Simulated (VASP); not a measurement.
# Nb (Fd-3m) in VASP: further runs, part 2 of 2

VASP 6.6.1.

**4. Relaxation of cell and atoms, BLYP**

This run uses another cell than the first one, of 24.27 Å³/atom, 0.814 times its volume.

File INCAR:

```
AGGAC = 1.0
AGGAX = 1.0
ALDAC = 0.0
ALDAX = 1.0
ALGO = Normal
EDIFF = 1E-6
EDIFFG = -0.01
ENCUT = 600
GGA = B5
IBRION = 2
ISIF = 3
ISMEAR = -1
LASPH = True
LCHARG = False
LREAL = False
LWAVE = False
NELM = 100
NSW = 80
PREC = Accurate
SIGMA = 0.1
```

File KPOINTS:

```
k-points
0
Gamma
  9 9 9
```

File POSCAR:

```
Nb
1.0
    0.0000000000      2.8951284430      2.8951284430
    2.8951284430      0.0000000000      2.8951284430
    2.8951284430      2.8951284430      0.0000000000
Nb
2
Direct
    0.1250000000      0.1250000000      0.1250000000
    0.8750000000      0.8750000000      0.8750000000
```

Potentials or basis: VASP PAW PBE potentials, release 64 (Nb_sv).

Run with:

```console
$ cat potpaw_PBE.64/Nb_sv/POTCAR > POTCAR
$ mpirun -np 1 vasp_std > vasp.out
```

OUTCAR:

```text
EDIFF = 1E-6
   EDIFFG = -0.01
   ENCUT = 600
   GGA = B5
   IBRION = 2
   ISIF = 3
   ISMEAR = -1
   LASPH = True
   LREAL = False
   NELM = 100
   NSW = 80
   PREC = Accurate

 ion  position               nearest neighbor table
   1  0.125  0.125  0.125-   2 2.51   2 2.51   2 2.51   2 2.51
   2  0.875  0.875  0.875-   1 2.51   1 2.51   1 2.51   1 2.51

  LATTYP: Found a face centered cubic cell.
 ALAT       =     5.7902568860

  Lattice vectors:

 A1 = (   0.0000000000,   2.8951284430,   2.8951284430)
 A2 = (   2.8951284430,   0.0000000000,   2.8951284430)
 A3 = (   2.8951284430,   2.8951284430,   0.0000000000)

Analysis of symmetry for initial positions (statically):
=====================================================================
 Subroutine PRICEL returns:
 Original cell was already a primitive cell.

 Routine SETGRP: Setting up the symmetry group for a
 face centered cubic supercell.

 Subroutine GETGRP returns: Found 48 space group operations
 (whereof 12 operations were pure point group operations)
 out of a pool of 48 trial point group operations.

The static configuration has the point symmetry D_3d.
 The point group associated with its full space group is O_h .

Analysis of symmetry for dynamics (positions and initial velocities):
=====================================================================
 Subroutine PRICEL returns:
 Original cell was already a primitive cell.

 Routine SETGRP: Setting up the symmetry group for a
 face centered cubic supercell.

 Subroutine GETGRP returns: Found 48 space group operations
 (whereof 12 operations were pure point group operations)
 out of a pool of 48 trial point group operations.

The dynamic configuration has the point symmetry D_3d.
 The point group associated with its full space group is O_h .

 Subroutine INISYM returns: Found 48 space group operations
 (whereof 12 operations are pure point group operations),
 and found     1 'primitive' translations

----------------------------------------------------------------------------------------

                                     Primitive cell

  volume of cell :      48.5326

  direct lattice vectors                    reciprocal lattice vectors
     0.000000000  2.895128443  2.895128443    -0.172703909  0.172703909  0.172703909
     2.895128443  0.000000000  2.895128443     0.172703909 -0.172703909  0.172703909
     2.895128443  2.895128443  0.000000000     0.172703909  0.172703909 -0.172703909

  length of vectors
     4.094329909  4.094329909  4.094329909     0.299131946  0.299131946  0.299131946

  position of ions in fractional coordinates (direct lattice)
     0.125000000  0.125000000  0.125000000
     0.875000000  0.875000000  0.875000000

  ion indices of the primitive-cell ions
   primitive index   ion index
                 1           1
                 2           2

----------------------------------------------------------------------------------------

 KPOINTS: k-points

Automatic generation of k-mesh.
 Grid dimensions read from file:
 generate k-points for:    9    9    9

 Generating k-lattice:

  Cartesian coordinates                     Fractional coordinates (reciprocal lattice)
    -0.019189323  0.019189323  0.019189323     0.111111111  0.000000000  0.000000000
     0.019189323 -0.019189323  0.019189323     0.000000000  0.111111111  0.000000000
     0.019189323  0.019189323 -0.019189323     0.000000000  0.000000000  0.111111111

  Length of vectors
     0.033236883  0.033236883  0.033236883

  Shift w.r.t. Gamma in fractional coordinates (k-lattice)
     0.000000000  0.000000000  0.000000000

 Subroutine IBZKPT returns following result:
 ===========================================

 Found     35 irreducible k-points:

 Following reciprocal coordinates:
            Coordinates               Weight
  0.000000  0.000000  0.000000      1.000000
  0.111111  0.000000  0.000000      8.000000
  0.222222  0.000000  0.000000      8.000000
  0.333333  0.000000  0.000000      8.000000
  0.444444  0.000000  0.000000      8.000000
  0.111111  0.111111  0.000000      6.000000
[... 16 lines left out ...]
 -0.333333  0.333333  0.000000     12.000000
  0.444444  0.444444  0.000000      6.000000
 [... further k-points ...]
   k-points           NKPTS =     35   k-points in BZ     NKDIM =     35   number of bands    NBANDS=     17
   number of dos      NEDOS =    301   number of ions     NIONS =      2
   total plane-waves  NPLWV =  46656
   dimension x,y,z NGX =    36 NGY =   36 NGZ =   36
   dimension x,y,z NGXF=    72 NGYF=   72 NGZF=   72
   ions per type =               2
   NGX,Y,Z   is equivalent  to a cutoff of  14.62, 14.62, 14.62 a.u.
   NGXF,Y,Z  is equivalent  to a cutoff of  29.23, 29.23, 29.23 a.u.
 SYSTEM =  unknown system
   PREC   = accura    normal or accurate (medium, high low for compatibility)
   ISTART =      0    job   : 0-new  1-cont  2-samecut
   ICHARG =      2    charge: 1-file 2-atom 10-const
   ISPIN  =      1    spin polarized calculation?
   LNONCOLLINEAR =      F non collinear calculations
   LSORBIT =      F    spin-orbit coupling
   LASPH  =      T    aspherical Exc in radial PAW
   ENCUT  =  600.0 eV  44.10 Ry    6.64 a.u.   8.18  8.18  8.18*2*pi/ulx,y,z
   NELM   =    100;   NELMIN=  2; NELMDL= -5     # of ELM steps
   EDIFF  = 0.1E-05   stopping-criterion for ELM
   LREAL  =      F    real-space projection
   EDIFFG = -.1E-01   stopping-criterion for IOM
   NSW    =     80    number of steps for IOM
   IBRION =      2    ionic relax: 0-MD 1-quasi-New 2-CG
   NFREE  =      1    steps in history (QN), initial steepest desc. (CG)
   ISIF   =      3    stress and relaxation
   ISYM   =      2    0-nonsym 1-usesym 2-fastsym
   POTIM  = 0.5000    time-step for ionic-motion
   TEBEG  =    0.0;   TEEND  =   0.0 temperature during run
   PSTRESS=    0.0 pullay stress
   NELECT =      26.0000    total number of electrons
   NUPDOWN=      -1.0000    fix difference up-down
   EMIN   =  10.00;   EMAX   =-10.00  energy-range for DOS
   EFERMI =   0.00;   METHOD = LEGACY
   ISMEAR =    -1;   SIGMA  =   0.10  broadening in eV -4-tet -1-fermi 0-gaus
   EFERMI_NEDOS =   21; number of points for ismear=-14 and -15
   IALGO  =     38    algorithm
   IMIX   =      4    mixing-type and parameters
     AMIX     =   0.40;   BMIX     =  1.00
     AMIX_MAG =   1.60;   BMIX_MAG =  1.00
  volume/ion in A,a.u.               =      24.27       163.76
  Fermi-wavevector in a.u.,A,eV,Ry     =   1.329601  2.512582 24.052920  1.767840
  Thomas-Fermi vector in A             =   2.458751
   LORBIT       =      0    0 simple, 1 ext, 2 COOP (PROOUT), +10 PAW based schemes
   GGA     = B5    functional components
   LHFCALC =     F    Hartree Fock is set to
   AEXX    =    0.0000 exact exchange contribution
   IVDW    =     0    specifies the selected vdW correction
   LEPSILON=     F    determine dielectric tensor
   LRPA    =     F    only Hartree local field effects (RPA)
 conjugate gradient relaxation of ions
 non-spin polarized calculation
  energy-cutoff  :      600.00
  volume of cell :       48.53
 maximum number of plane-waves:      1639
 NGX is ok and might be reduce to    36
   NGX = 17   NGY = 17   NGZ = 17

--------------------------------------- Ionic step        1  -------------------------------------------

 number of electron      26.0000000 magnetization

 Free energy of the ion-electron system (eV)
  ---------------------------------------------------
  ext. energy  EPLUGINS =         0.00000000
  ---------------------------------------------------
  free energy    TOTEN  =       -13.45924833 eV

  energy without entropy =      -13.35615855  energy(sigma->0) =      -13.40770344

------------------------ aborting loop because EDIFF is reached ----------------------------------------

  FORCE on cell =-STRESS in cart. coord.  units (eV):
  Direction    XX          YY          ZZ          XY          YZ          ZX
  --------------------------------------------------------------------------------------
  -------------------------------------------------------------------------------------
  Total        2.8840312      2.8840312      2.8840312      0.0000000      0.0000000     -0.0000000
  in kB       95.2087879     95.2087879     95.2087879      0.0000000      0.0000000     -0.0000000
  external PRESSURE =      95.2087879 kB  Pullay stress =       0.0000000 kB
[... 59 lines left out ...]
--------------------------------------- Ionic step        3  -------------------------------------------

 number of electron      26.0000001 magnetization

 Free energy of the ion-electron system (eV)
  ---------------------------------------------------
  ext. energy  EPLUGINS =         0.00000000
  ---------------------------------------------------
  free energy    TOTEN  =       -13.63757104 eV

  energy without entropy =      -13.51005296  energy(sigma->0) =      -13.57381200

 E-fermi :   6.5351     XC(G=0):  -9.3711

 val. band max:        6.4916713355   @ k =   0.3333   0.2222   0.0000
 cond. band min:       6.5372870992   @ k =  -0.3333   0.3333   0.0000
 fundamental gap:      0.0456157637
 Fermi energy:         6.5351034609

 k-point     1 :       0.0000    0.0000    0.0000
  band No.  band energies     occupation
      1     -47.7922      2.00000
      2     -47.2451      2.00000
      3     -24.2458      2.00000
      4     -24.2458      2.00000
      5     -24.2458      2.00000
      6     -23.3008      2.00000
[... 457 lines left out ...]
      4     -24.4620      2.00000
      5     -23.8630      2.00000
      6     -23.7009      2.00000
[... 9 lines left out ...]
     16       8.3447      0.00000
     17      10.3924      0.00000

 [... further k-points ...]
[... 5 lines left out ...]
  --------------------------------------------------------------------------------------
  -------------------------------------------------------------------------------------
  Total       -0.0110888     -0.0110888     -0.0110888     -0.0000000      0.0000000      0.0000000
  in kB       -0.3218170     -0.3218170     -0.3218170     -0.0000000      0.0000000      0.0000000
  external PRESSURE =      -0.3218170 kB  Pullay stress =       0.0000000 kB
[... 17 lines left out ...]
  FREE ENERGIE OF THE ION-ELECTRON SYSTEM (eV)
  ---------------------------------------------------
  free  energy   TOTEN  =       -13.6375710432 eV

  energy  without entropy=      -13.5100529637  energy(sigma->0) =      -13.57381200

 reached required accuracy - stopping structural energy minimisation
```

OSZICAR:

```text
N       E                     dE             d eps       ncg     rms          rms(c)
DAV:   1     0.329757666846E+03    0.32976E+03   -0.15952E+04  1190   0.170E+03
DAV:   2     0.114415355812E+02   -0.31832E+03   -0.31471E+03  1456   0.633E+02
[... 29 lines left out ...]
DAV:   5    -0.136374509532E+02   -0.31603E-01   -0.11673E-01  2173   0.238E+00    0.639E-01
DAV:   6    -0.136374998526E+02   -0.48899E-04   -0.10924E-02  1513   0.108E+00    0.261E-02
DAV:   7    -0.136375770007E+02   -0.77148E-04   -0.79570E-04  2086   0.200E-01    0.271E-02
DAV:   8    -0.136375723178E+02    0.46829E-05   -0.33155E-05  1566   0.569E-02    0.144E-02
DAV:   9    -0.136375709194E+02    0.13984E-05   -0.36472E-06  1330   0.224E-02    0.519E-03
DAV:  10    -0.136375710432E+02   -0.12384E-06   -0.20865E-06  1114   0.138E-02
   3 F= -.13637571E+02 E0= -.13573812E+02  d E =-.178323E+00
```

CONTCAR:

```text
Nb
   1.00000000000000
     0.0000000000000000    3.0221666664147468    3.0221666664147468
     3.0221666664147468    0.0000000000000000    3.0221666664147468
     3.0221666664147468    3.0221666664147468   -0.0000000000000000
  Nb
     2
Direct
     0.1250000000000000    0.1250000000000000    0.1250000000000000
     0.8750000000000000    0.8750000000000000    0.8750000000000000

  0.00000000E+00  0.00000000E+00  0.00000000E+00
  0.00000000E+00  0.00000000E+00  0.00000000E+00
```

Run time: 3.2 min. Hardware: 1 thread of Intel Xeon Platinum 8124M at 3.00GHz (Skylake/Cascade Lake), shared host; peak memory 0.23 GiB.

Results:

```
Free energy                            : -13.6376 eV
Relaxed volume                         : 27.60 Å³/atom
Relaxed cell                           : a = 4.274 Å, b = 4.274 Å, c = 4.274 Å, α = 60.00°, β = 60.00°, γ = 60.00°
Space group after relaxing (to 0.05 Å) : Fd-3m (No. 227)
Energy gained by relaxing              : 89.2 meV/atom
Ionic steps                            : 3
Pressure after relaxing                : 0.0 GPa
Band gap on the k mesh                 : zero (band 13 reaches 6.87 eV, above the bottom of band 14 at 5.95 eV)
```

The path:
```tsv
step	energy change (eV)	largest force (eV/Å)	pressure (GPa)	volume (Å³)
1	0.0000	0.0000	9.52	48.53
2	-0.1284	0.0000	-3.59	59.38
3	-0.1783	0.0000	-0.03	55.21
```

Final structure:
```xyz
2
Lattice="0.0000 3.0222 3.0222 3.0222 0.0000 3.0222 3.0222 3.0222 0.0000" Properties=species:S:1:pos:R:3 pbc="T T T"
Nb    0.7555    0.7555    0.7555
Nb    5.2888    5.2888    5.2888
```

Caveat: the PAW data sets were made with another functional, which shifts forces and pressure a little.

**5. Single point, BLYP**

This run uses another cell than the first one, of 27.59 Å³/atom, 0.926 times its volume.

File INCAR:

```
SYSTEM = Nb
  PREC = Accurate
  ENCUT = 520
  EDIFF = 1E-6
  ISMEAR = -1
  SIGMA = 0.1
  LREAL = .False.
  LASPH = .True.
  NELM = 100
  ALGO = Normal
  ISIF = 2
  LWAVE = .False.
  LCHARG = .False.
  GGA = B5
  ALDAX = 1.0
  AGGAX = 1.0
  AGGAC = 1.0
  ALDAC = 0.0
  NBANDS = 20
```

File KPOINTS:

```
Automatic mesh
0
Gamma
  15 15 15
  0 0 0
```

File POSCAR:

```
Nb
1.0
    0.0000000000      3.0218381590      3.0218381590
    3.0218381590      0.0000000000      3.0218381590
    3.0218381590      3.0218381590      0.0000000000
Nb
2
Direct
    0.1250000000      0.1250000000      0.1250000000
    0.8750000000      0.8750000000      0.8750000000
```

Run with:

```console
$ cat potpaw_PBE.64/Nb_sv/POTCAR > POTCAR
$ mpirun -np 1 vasp_std > vasp.out
```

It took 2 min on 1 thread of Intel Xeon Platinum 8124M at 3.00GHz (Skylake/Cascade Lake), shared host; peak memory 0.24 GiB.

It converged, with:

| Item | Value |
| --- | --- |
| Free energy | -13.6398 eV |
| Pressure | 0.0 GPa |
| Band gap on the k mesh | zero (band 13 reaches 6.92 eV, above the bottom of band 14 at 5.90 eV) |

Levels at points of the mesh, in eV from the Fermi level:
```tsv
k point	band 9	band 10	band 11	band 12	band 13	band 14	band 15	band 16	band 17	band 18
(0.00, 0.00, 0.00)	-4.12	-1.26	-1.26	-0.49	-0.49	-0.49	1.76	1.76	1.76	4.82
```

Caveat: the PAW data sets were made with another functional, which shifts forces and pressure a little.

**6. Overview**

| task | cell | k mesh | cutoff (eV) | gap on the mesh (eV) | pressure (GPa) |
| --- | --- | --- | --- | --- | --- |
| single point | a = 4.385 Å, angles 60.0°, 2 atoms | 10 × 10 × 10 | 520 | none | -3.7 |
| single point | a = 4.438 Å, angles 60.0°, 2 atoms | 10 × 10 × 10 | 520 | none | -5.1 |
| relaxation of cell and atoms | relaxed from a = 4.094 Å, angles 60.0°, 2 atoms | 9 × 9 × 9 | 600 | none | 0.0 |
| single point | a = 4.274 Å, angles 60.0°, 2 atoms | 15 × 15 × 15 | 520 | none | 0.0 |

Alike in all rows: level BLYP; potentials or basis VASP PAW PBE potentials, release 64 (Nb_sv); no spin polarisation; smearing fermi-dirac 0.1 eV.

Caveats: the PAW data sets were made with another functional, which shifts forces and pressure a little.

Total energies depend on the potentials used, so only differences within one code and one set of settings carry meaning.
